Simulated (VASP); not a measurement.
Wanted: the native input for a VASP 6.6.1 run.

```yaml
Task: single point
Functional: PBE
Potentials_or_basis: VASP PAW PBE potentials, release 64 (Mn_pv, S)
Cutoff: 520 eV
k_mesh: 14 × 14 × 14
Occupations: gaussian, width 0.1 eV
Spin: collinear spin, ferromagnetic start
Starting_moments: "[4.42, 0.14] μB"
Dipole_correction: no
Further_INCAR_settings: ALGO = Normal; EDIFF = 1e-07; NBANDS = 20
```

The structure of MnS lies in POSCAR:

```
MnS
1.0
    0.0000000000      2.4955955933      2.4955955933
    2.4955955933      0.0000000000      2.4955955933
    2.4955955933      2.4955955933      0.0000000000
Mn S
1 1
Direct
    0.0000000000      0.0000000000      0.0000000000
    0.5000000000      0.5000000000      0.5000000000
```

The input as run:

INCAR

```
PREC = Accurate
ENCUT = 520
EDIFF = 1E-7
ISMEAR = 0
SIGMA = 0.1
LREAL = F
LASPH = T
NELM = 150
ALGO = Normal
ISIF = 2
LWAVE = F
LCHARG = F
ISPIN = 2
MAGMOM = 4.42 0.14
LORBIT = 11
LMAXMIX = 4
GGA = PE
NBANDS = 20
```

KPOINTS

```
Automatic mesh
0
Gamma
  14 14 14
```

Potentials or basis: VASP PAW PBE potentials, release 64 (Mn_pv, S).

Launch:

```console
$ cat potpaw_PBE.64/Mn_pv/POTCAR potpaw_PBE.64/S/POTCAR > POTCAR
$ mpirun -np 1 vasp_std > vasp.out
```

Results of the run:

| Quantity | Value |
| --- | --- |
| Pressure | 4.4 GPa |
| Net moment | 4.32 μB per cell |
| Site moments | Mn +3.96; S +0.08 μB |
| Valence electrons inside the program's atomic spheres | Mn 11.44; S 3.75 |

Caveat: the cell stands under pressure; a cell with one magnetic atom can't hold antiferromagnetic order, which such compounds often take.

Wall time 61 s on 1 thread of AMD EPYC 9R45 (Zen 5), on a shared host, peak memory 0.2 GiB.
